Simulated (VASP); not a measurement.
# CdS in VASP: further runs

CdS is run at these levels: HSE06, HSE03, PBE0, LDA; tasks: band structure, electric field gradients.

Program: VASP 6.6.1. These are calculated values, not measurements. Logs are shortened: lines on timing, memory, paths and dates and some standing lists are left out, and cuts for length are marked.

## Step 1: The cell of the first run

The structure is cubic, space group F-43m (No. 216). The conventional cell has a = 5.833 Å, b = 5.833 Å, c = 5.833 Å, α = 90.00°, β = 90.00°, γ = 90.00°. Within 3.3 Å of Cd (site symmetry -43m) lie 4 S at 2.53 Å. Within 3.3 Å of S (site symmetry -43m) lie 4 Cd at 2.53 Å.

## Step 2: Band structure, HSE06

POSCAR

```
CdS
1.0
    0.0000000000      2.9165000000      2.9165000000
    2.9165000000      0.0000000000      2.9165000000
    2.9165000000      2.9165000000      0.0000000000
Cd S
1 1
Direct
    0.0000000000      0.0000000000      0.0000000000
    0.7500000000      0.7500000000      0.7500000000
```

INCAR.step1

```
SYSTEM = CdS
PREC = Accurate
ENCUT = 520
EDIFF = 1E-5
ISMEAR = 0
SIGMA = 0.02
LREAL = .FALSE.
LASPH = .TRUE.
NELM = 100
ALGO = Normal
ISIF = 2
LWAVE = .TRUE.
LCHARG = .FALSE.
NBANDS = 16
GGA = PE
KPAR = 4
```

INCAR.step2

```
SYSTEM = CdS
PREC = Accurate
ENCUT = 520
EDIFF = 1E-7
ISMEAR = 0
SIGMA = 0.02
LREAL = .FALSE.
LASPH = .TRUE.
NELM = 100
ALGO = Normal
ISIF = 2
LWAVE = .FALSE.
LCHARG = .FALSE.
GGA = PE
LHFCALC = .TRUE.
HFSCREEN = 0.2
PRECFOCK = Fast
NBANDS = 16
ISTART = 1
KPAR = 4
```

KPOINTS

```
Automatic mesh
0
G
  6 6 6
  0 0 0
```

KPOINTS_OPT

```
path GXWKGLUWLK,UX
12
line-mode
reciprocal
 0.0000000000  0.0000000000  0.0000000000  G
 0.5000000000  0.0000000000  0.5000000000  X

 0.5000000000  0.0000000000  0.5000000000  X
 0.5000000000  0.2500000000  0.7500000000  W

 0.5000000000  0.2500000000  0.7500000000  W
 0.3750000000  0.3750000000  0.7500000000  K

 0.3750000000  0.3750000000  0.7500000000  K
 0.0000000000  0.0000000000  0.0000000000  G

 0.0000000000  0.0000000000  0.0000000000  G
 0.5000000000  0.5000000000  0.5000000000  L

 0.5000000000  0.5000000000  0.5000000000  L
 0.6250000000  0.2500000000  0.6250000000  U

 0.6250000000  0.2500000000  0.6250000000  U
 0.5000000000  0.2500000000  0.7500000000  W

 0.5000000000  0.2500000000  0.7500000000  W
 0.5000000000  0.5000000000  0.5000000000  L

 0.5000000000  0.5000000000  0.5000000000  L
 0.3750000000  0.3750000000  0.7500000000  K

 0.6250000000  0.2500000000  0.6250000000  U
 0.5000000000  0.0000000000  0.5000000000  X
```

Potentials or basis: VASP PAW PBE potentials, release 64 (Cd, S).

Run with:

```console
$ cat potpaw_PBE.64/Cd/POTCAR potpaw_PBE.64/S/POTCAR > POTCAR
$ cp INCAR.step1 INCAR
$ mpirun -np 4 vasp_std > vasp.out
$ cp INCAR.step2 INCAR
$ mpirun -np 4 vasp_std > vasp.out
```

OUTCAR:

```text
SYSTEM = CdS
   PREC = Accurate
   ENCUT = 520
   EDIFF = 1E-7
   ISMEAR = 0
   LREAL = .FALSE.
   LASPH = .TRUE.
   NELM = 100
   ISIF = 2
   GGA = PE
   LHFCALC = .TRUE.
   HFSCREEN = 0.2
   PRECFOCK = Fast
   ISTART = 1

 ion  position               nearest neighbor table
   1  0.000  0.000  0.000-   2 2.53   2 2.53   2 2.53   2 2.53
   2  0.750  0.750  0.750-   1 2.53   1 2.53   1 2.53   1 2.53

  LATTYP: Found a face centered cubic cell.
 ALAT       =     5.8330000000

  Lattice vectors:

 A1 = (   0.0000000000,   2.9165000000,   2.9165000000)
 A2 = (   2.9165000000,   0.0000000000,   2.9165000000)
 A3 = (   2.9165000000,   2.9165000000,   0.0000000000)

Analysis of symmetry for initial positions (statically):
=====================================================================
 Subroutine PRICEL returns:
 Original cell was already a primitive cell.

 Routine SETGRP: Setting up the symmetry group for a
 face centered cubic supercell.

 Subroutine GETGRP returns: Found 24 space group operations
 (whereof 24 operations were pure point group operations)
 out of a pool of 48 trial point group operations.

The static configuration has the point symmetry T_d .

Analysis of symmetry for dynamics (positions and initial velocities):
=====================================================================
 Subroutine PRICEL returns:
 Original cell was already a primitive cell.

 Routine SETGRP: Setting up the symmetry group for a
 face centered cubic supercell.

 Subroutine GETGRP returns: Found 24 space group operations
 (whereof 24 operations were pure point group operations)
 out of a pool of 48 trial point group operations.

The dynamic configuration has the point symmetry T_d .

 Subroutine INISYM returns: Found 24 space group operations
 (whereof 24 operations are pure point group operations),
 and found     1 'primitive' translations

----------------------------------------------------------------------------------------

                                     Primitive cell

  volume of cell :      49.6153

  direct lattice vectors                    reciprocal lattice vectors
     0.000000000  2.916500000  2.916500000    -0.171438368  0.171438368  0.171438368
     2.916500000  0.000000000  2.916500000     0.171438368 -0.171438368  0.171438368
     2.916500000  2.916500000  0.000000000     0.171438368  0.171438368 -0.171438368

  length of vectors
     4.124553855  4.124553855  4.124553855     0.296939964  0.296939964  0.296939964

  position of ions in fractional coordinates (direct lattice)
     0.000000000  0.000000000  0.000000000
     0.750000000  0.750000000  0.750000000

  ion indices of the primitive-cell ions
   primitive index   ion index
                 1           1
                 2           2

----------------------------------------------------------------------------------------

 KPOINTS: Automatic mesh

Automatic generation of k-mesh.
 Grid dimensions read from file:
 generate k-points for:    6    6    6

 Generating k-lattice:

  Cartesian coordinates                     Fractional coordinates (reciprocal lattice)
    -0.028573061  0.028573061  0.028573061     0.166666667  0.000000000  0.000000000
     0.028573061 -0.028573061  0.028573061     0.000000000  0.166666667  0.000000000
     0.028573061  0.028573061 -0.028573061     0.000000000  0.000000000  0.166666667

  Length of vectors
     0.049489994  0.049489994  0.049489994

  Shift w.r.t. Gamma in fractional coordinates (k-lattice)
     0.000000000  0.000000000  0.000000000

 Subroutine IBZKPT returns following result:
 ===========================================

 Found     16 irreducible k-points:

 Following reciprocal coordinates:
            Coordinates               Weight
  0.000000  0.000000  0.000000      1.000000
  0.166667  0.000000  0.000000      8.000000
  0.333333  0.000000  0.000000      8.000000
  0.500000  0.000000  0.000000      4.000000
  0.166667  0.166667  0.000000      6.000000
  0.333333  0.166667  0.000000     24.000000
[... 8 lines left out ...]
 -0.333333  0.333333  0.166667     24.000000
 -0.333333  0.500000  0.166667     12.000000
   k-points           NKPTS =     16   k-points in BZ     NKDIM =    216   number of bands    NBANDS=     16
   number of dos      NEDOS =    301   number of ions     NIONS =      2
   total plane-waves  NPLWV =  32768
   dimension x,y,z NGX =    32 NGY =   32 NGZ =   32
   dimension x,y,z NGXF=    64 NGYF=   64 NGZF=   64
   ions per type =               1   1
   NGX,Y,Z   is equivalent  to a cutoff of  12.90, 12.90, 12.90 a.u.
   NGXF,Y,Z  is equivalent  to a cutoff of  25.80, 25.80, 25.80 a.u.
 SYSTEM =  CdS
   PREC   = accura    normal or accurate (medium, high low for compatibility)
   ISTART =      1    job   : 0-new  1-cont  2-samecut
   ICHARG =      0    charge: 1-file 2-atom 10-const
   ISPIN  =      1    spin polarized calculation?
   LNONCOLLINEAR =      F non collinear calculations
   LSORBIT =      F    spin-orbit coupling
   LASPH  =      T    aspherical Exc in radial PAW
   ENCUT  =  520.0 eV  38.22 Ry    6.18 a.u.   7.67  7.67  7.67*2*pi/ulx,y,z
   NELM   =    100;   NELMIN=  2; NELMDL=  0     # of ELM steps
   EDIFF  = 0.1E-06   stopping-criterion for ELM
   LREAL  =      F    real-space projection
   EDIFFG = 0.1E-05   stopping-criterion for IOM
   NSW    =      0    number of steps for IOM
   IBRION =     -1    ionic relax: 0-MD 1-quasi-New 2-CG
   NFREE  =      0    steps in history (QN), initial steepest desc. (CG)
   ISIF   =      2    stress and relaxation
   ISYM   =      3    0-nonsym 1-usesym 2-fastsym
   POTIM  = 0.5000    time-step for ionic-motion
   TEBEG  =    0.0;   TEEND  =   0.0 temperature during run
   PSTRESS=    0.0 pullay stress
   NELECT =      18.0000    total number of electrons
   NUPDOWN=      -1.0000    fix difference up-down
   EMIN   =  10.00;   EMAX   =-10.00  energy-range for DOS
   EFERMI =   0.00;   METHOD = LEGACY
   ISMEAR =     0;   SIGMA  =   0.02  broadening in eV -4-tet -1-fermi 0-gaus
   EFERMI_NEDOS =   21; number of points for ismear=-14 and -15
   IALGO  =     38    algorithm
   IMIX   =      1    mixing-type and parameters
     AMIX     =   0.40;   BMIX     =  1.00
     AMIX_MAG =   1.60;   BMIX_MAG =  1.00
  volume/ion in A,a.u.               =      24.81       167.41
  Fermi-wavevector in a.u.,A,eV,Ry     =   1.167599  2.206442 18.548649  1.363287
  Thomas-Fermi vector in A             =   2.304097
   LORBIT       =      0    0 simple, 1 ext, 2 COOP (PROOUT), +10 PAW based schemes
   GGA     = PE    functional components
   LHFCALC =     T    Hartree Fock is set to
   PRECFOCK=fast      Normal, Fast or Accurate (Low or Medium for compatibility)
   ENCUT4O =  -1.0   cutoff for four orbital integrals eV
   NKREDX  =     1    reduce k-point grid by
   NKREDY  =     1    reduce k-point grid by
   NKREDZ  =     1    reduce k-point grid by
   AEXX    =    0.2500 exact exchange contribution
   HFSCREEN=    0.2000 screening length (either q_TF or 0.3 A-1)
   HFSCREENC=   0.2000 screening length for correlation (either q_TF or 0.3 A-1)
   ENCUTFOCK=  -1.0 apply spherical cutoff to Coloumb kernel
   IVDW    =     0    specifies the selected vdW correction
   LEPSILON=     F    determine dielectric tensor
   LRPA    =     F    only Hartree local field effects (RPA)
 non-spin polarized calculation
 Gauss-broadening in eV      SIGMA  =   0.02
  energy-cutoff  :      520.00
  volume of cell :       49.62
 maximum number of plane-waves:      1363
 NGX is ok and might be reduce to    32
  NGX = 18; NGY = 18; NGZ = 18

 number of electron      18.0000004 magnetization

 Free energy of the ion-electron system (eV)
  ---------------------------------------------------
  ext. energy  EPLUGINS =         0.00000000
  ---------------------------------------------------
  free energy    TOTEN  =        -7.63114931 eV

  energy without entropy =       -7.63114931  energy(sigma->0) =       -7.63114931

 E-fermi :   0.7429     XC(G=0):  -7.5794

 val. band max:        0.6534314044   @ k =   0.0000   0.0000   0.0000
 cond. band min:       2.8408623744   @ k =   0.0000   0.0000   0.0000
 fundamental gap:      2.1874309700
 Fermi energy:         0.7429332569

 k-point     1 :       0.0000    0.0000    0.0000
  band No.  band energies     occupation
      1     -12.9143      2.00000
      2      -8.2035      2.00000
      3      -8.2035      2.00000
      4      -8.2035      2.00000
      5      -7.7190      2.00000
      6      -7.7190      2.00000
[... 8 lines left out ...]
     15      13.4717      0.00000
     16      13.4717      0.00000

 k-point     2 :       0.1667    0.0000    0.0000
  band No.  band energies     occupation
      1     -12.7999      2.00000
      2      -8.1658      2.00000
      3      -8.1658      2.00000
      4      -8.0893      2.00000
      5      -7.7199      2.00000
      6      -7.7199      2.00000
[... 8 lines left out ...]
     15      12.5917      0.00000
     16      13.7033      0.00000

 k-point     3 :       0.3333    0.0000    0.0000
  band No.  band energies     occupation
      1     -12.5720      2.00000
      2      -8.1036      2.00000
      3      -8.1036      2.00000
      4      -7.7041      2.00000
      5      -7.7041      2.00000
      6      -7.6884      2.00000
[... 8 lines left out ...]
     15      13.0738      0.00000
     16      13.0738      0.00000

 k-point     4 :       0.5000    0.0000    0.0000
  band No.  band energies     occupation
      1     -12.4602      2.00000
      2      -8.0816      2.00000
      3      -8.0816      2.00000
      4      -7.6846      2.00000
      5      -7.6846      2.00000
      6      -7.3024      2.00000
[... 8 lines left out ...]
     15      14.6588      0.00000
     16      14.6588      0.00000

 k-point     5 :       0.1667    0.1667    0.0000
  band No.  band energies     occupation
      1     -12.7623      2.00000
      2      -8.1270      2.00000
      3      -8.1270      2.00000
      4      -8.1059      2.00000
      5      -7.7420      2.00000
      6      -7.6984      2.00000
[... 8 lines left out ...]
     15      13.6671      0.00000
     16      15.5155      0.00000

 k-point     6 :       0.3333    0.1667    0.0000
  band No.  band energies     occupation
      1     -12.5738      2.00000
      2      -8.0835      2.00000
      3      -8.0536      2.00000
      4      -7.8681      2.00000
      5      -7.6800      2.00000
      6      -7.6796      2.00000
[... 8 lines left out ...]
     15      13.9017      0.00000
     16      14.9179      0.00000
[... 115 lines left out ...]
 k-point    13 :       0.5000    0.5000    0.0000
  band No.  band energies     occupation
      1     -12.3218      2.00000
      2      -7.9643      2.00000
      3      -7.8587      2.00000
      4      -7.8587      2.00000
      5      -7.6360      2.00000
      6      -7.2161      2.00000
[... 8 lines left out ...]
     15      14.4570      0.00000
     16      15.6192      0.00000

 k-point    14 :       0.5000    0.3333    0.1667
  band No.  band energies     occupation
      1     -12.4282      2.00000
      2      -8.0139      2.00000
      3      -8.0017      2.00000
      4      -7.8101      2.00000
      5      -7.6814      2.00000
      6      -7.3808      2.00000
[... 8 lines left out ...]
     15      15.1200      0.00000
     16      15.4064      0.00000

 k-point    15 :      -0.3333    0.3333    0.1667
  band No.  band energies     occupation
      1     -12.3578      2.00000
      2      -8.0066      2.00000
      3      -7.9663      2.00000
      4      -7.7617      2.00000
      5      -7.7016      2.00000
      6      -7.1121      2.00000
[... 8 lines left out ...]
     15      14.5078      0.00000
     16      15.5047      0.00000

 k-point    16 :      -0.3333    0.5000    0.1667
  band No.  band energies     occupation
      1     -12.3234      2.00000
      2      -7.9612      2.00000
      3      -7.9349      2.00000
      4      -7.8002      2.00000
      5      -7.6789      2.00000
      6      -7.0773      2.00000
[... 8 lines left out ...]
     15      15.3645      0.00000
     16      15.3974      0.00000

------------------------ aborting loop because EDIFF is reached ----------------------------------------

  FORCE on cell =-STRESS in cart. coord.  units (eV):
  Direction    XX          YY          ZZ          XY          YZ          ZX
  --------------------------------------------------------------------------------------
  -------------------------------------------------------------------------------------
  Total        0.6299745      0.6299745      0.6299745      0.0000000      0.0000000      0.0000000
  in kB       20.3431229     20.3431229     20.3431229      0.0000000      0.0000000      0.0000000
  external PRESSURE =      20.3431229 kB  Pullay stress =       0.0000000 kB

 VOLUME and BASIS-vectors are now :
 -----------------------------------------------------------------------------
  energy-cutoff  :      520.00
  volume of cell :       49.62
      direct lattice vectors                 reciprocal lattice vectors
     0.000000000  2.916500000  2.916500000    -0.171438368  0.171438368  0.171438368
     2.916500000  0.000000000  2.916500000     0.171438368 -0.171438368  0.171438368
     2.916500000  2.916500000  0.000000000     0.171438368  0.171438368 -0.171438368

 POSITION                                       TOTAL-FORCE (eV/Angst)
 -----------------------------------------------------------------------------------
      0.00000      0.00000      0.00000         0.000000     -0.000000      0.000000
      4.37475      4.37475      4.37475        -0.000000      0.000000     -0.000000
 -----------------------------------------------------------------------------------
    total drift:                               -0.000016     -0.000017     -0.000011

  FREE ENERGIE OF THE ION-ELECTRON SYSTEM (eV)
  ---------------------------------------------------
  free  energy   TOTEN  =        -7.6311493147 eV

  energy  without entropy=       -7.6311493147  energy(sigma->0) =       -7.63114931
```

Run time: 27 min. Hardware: 4 MPI ranks of Intel Xeon Platinum 8488C (Sapphire Rapids), shared host; peak memory 0.38 GiB.

What came out:

| Quantity | Value |
| --- | --- |
| Free energy | -7.6311 eV |
| Pressure | 2.0 GPa |
| Band gap on the k mesh | 2.19 eV |
| Band gap along the path | 2.19 eV |

Levels at the corners of the path, in eV from the valence-band top:
| point | band 5 | band 6 | band 7 | band 8 | band 9 | band 10 | band 11 | band 12 | band 13 | band 14 |
| --- | --- | --- | --- | --- | --- | --- | --- | --- | --- | --- |
| Γ | -8.37 | -8.37 | 0.00 | 0.00 | 0.00 | 2.19 | 7.73 | 7.73 | 7.73 | 12.79 |
| X | -8.29 | -7.87 | -4.23 | -2.02 | -2.02 | 4.47 | 5.49 | 10.58 | 12.31 | 12.31 |
| X | -8.29 | -7.87 | -4.23 | -2.02 | -2.02 | 4.47 | 5.49 | 10.58 | 12.31 | 12.31 |
| W | -8.36 | -7.69 | -4.12 | -2.40 | -2.38 | 6.44 | 6.80 | 8.47 | 9.14 | 12.67 |
| W | -8.36 | -7.69 | -4.12 | -2.40 | -2.38 | 6.44 | 6.80 | 8.47 | 9.14 | 12.67 |
| K | -8.33 | -7.74 | -4.17 | -2.73 | -1.64 | 5.26 | 6.69 | 9.70 | 10.41 | 10.96 |
| K | -8.33 | -7.74 | -4.17 | -2.73 | -1.64 | 5.26 | 6.69 | 9.70 | 10.41 | 10.96 |
| Γ | -8.37 | -8.37 | 0.00 | 0.00 | 0.00 | 2.19 | 7.73 | 7.73 | 7.73 | 12.79 |
| Γ | -8.37 | -8.37 | 0.00 | 0.00 | 0.00 | 2.19 | 7.73 | 7.73 | 7.73 | 12.79 |
| L | -8.34 | -7.96 | -4.70 | -0.81 | -0.81 | 4.13 | 8.18 | 8.18 | 8.70 | 12.35 |
| L | -8.34 | -7.96 | -4.70 | -0.81 | -0.81 | 4.13 | 8.18 | 8.18 | 8.70 | 12.35 |
| U | -8.33 | -7.74 | -4.17 | -2.73 | -1.64 | 5.26 | 6.69 | 9.70 | 10.41 | 10.96 |
| U | -8.33 | -7.74 | -4.17 | -2.73 | -1.64 | 5.26 | 6.69 | 9.70 | 10.41 | 10.96 |
| W | -8.36 | -7.69 | -4.12 | -2.40 | -2.38 | 6.44 | 6.80 | 8.47 | 9.14 | 12.67 |
| W | -8.36 | -7.69 | -4.12 | -2.40 | -2.38 | 6.44 | 6.80 | 8.47 | 9.14 | 12.67 |
| L | -8.34 | -7.96 | -4.70 | -0.81 | -0.81 | 4.13 | 8.18 | 8.18 | 8.70 | 12.35 |
| L | -8.34 | -7.96 | -4.70 | -0.81 | -0.81 | 4.13 | 8.18 | 8.18 | 8.70 | 12.35 |
| K | -8.33 | -7.74 | -4.17 | -2.73 | -1.64 | 5.26 | 6.69 | 9.70 | 10.41 | 10.96 |
| U | -8.33 | -7.74 | -4.17 | -2.73 | -1.64 | 5.26 | 6.69 | 9.70 | 10.41 | 10.96 |
| X | -8.29 | -7.87 | -4.23 | -2.02 | -2.02 | 4.47 | 5.49 | 10.58 | 12.31 | 12.31 |

Caveat: the PAW data sets were made with another functional, which shifts forces and pressure a little.

(Part 1 of 3 ends here.)
